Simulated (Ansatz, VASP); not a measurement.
Given: the input of a run of Ansatz 0.2.0 on TaWC2.

The input input.yaml:

```yaml
crystal:
  lattice:
    - [1.5925398227, 0.9194532953, 5.1687539453]
    - [-1.5925398227, 0.9194532953, 5.1687539453]
    - [0.0, -1.8389065907, 5.1687539453]
  atoms:
    - { symbol: W, position: [0.0, 0.0, 0.0] }
    - { symbol: Ta, position: [0.5, 0.5, 0.5] }
    - { symbol: C, position: [0.250933, 0.250933, 0.250933] }
    - { symbol: C, position: [0.749067, 0.749067, 0.749067] }
hamiltonian:
  xc: pbe
  pseudopotentials: { kind: paw }
kpoints:
  mp_grid: { grid: [10, 10, 10] }
scf:
  occupations: { method: fermi_dirac, width: 0.05 }
output:
  forces: true
  stress: true
  eigenvalues: true
```

Potentials or basis: Ansatz PAW.

Run with:

```console
$ ansatz run input.yaml --threads 2 --pin off --max-ram 5120MiB --backend cpu --events-out ev --progress --plain --runs-dir out
```

**Question.** Set up the same calculation for VASP 6.6.1. Potentials there: VASP PAW PBE potentials, release 64 (W_sv, Ta_pv, C).

**Answer.** As run (the cutoff follows the program's own potentials):

INCAR

```
PREC = Accurate ; ENCUT = 520
EDIFF = 1E-7 ; ISMEAR = -1
SIGMA = 0.05 ; LREAL = F
LASPH = T ; NELM = 80
ALGO = Normal ; ISIF = 2
LWAVE = F ; LCHARG = F
GGA = PE ; NBANDS = 24
```

The input KPOINTS:

```
Automatic mesh
0
Gamma
  10 10 10
```

POSCAR

```
TaWC2
1.0
    1.5925398227      0.9194532953      5.1687539453
   -1.5925398227      0.9194532953      5.1687539453
    0.0000000000     -1.8389065907      5.1687539453
W Ta C
1 1 2
Direct
    0.0000000000      0.0000000000      0.0000000000
    0.5000000000      0.5000000000      0.5000000000
    0.2509330000      0.2509330000      0.2509330000
    0.7490670000      0.7490670000      0.7490670000
```

Potentials or basis: VASP PAW PBE potentials, release 64 (W_sv, Ta_pv, C).

Launch:

```sh
$ cat potpaw_PBE.64/W_sv/POTCAR potpaw_PBE.64/Ta_pv/POTCAR potpaw_PBE.64/C/POTCAR > POTCAR
$ mpirun -np 1 vasp_std > vasp.out
```

Both were run:

|  | VASP | Ansatz | Ansatz less VASP |
| --- | --- | --- | --- |
| gap on the k mesh at the Fermi level (eV) | none | none | - |
| pressure (GPa) | -14.0 | -14.6 | -0.63 |
| traceless stress, the component that is largest in VASP (GPa) | 0.08 | 0.06 | -0.026 |
| rms of the force components (eV/Å) | 0.022 | 0.019 | -0.0030 |

Atom by atom the forces differ by 0.003 eV/Å (rms over components). A gap of «none» marks a metal or a gap that the smearing closes. With one functional, cell and mesh, what is left measures potentials, basis and numerics. VASP's potentials hold 33 valence electrons a cell and Ansatz's 35, so a difference there can come from the potentials and not from the codes.

Spin-orbit coupling is off throughout.
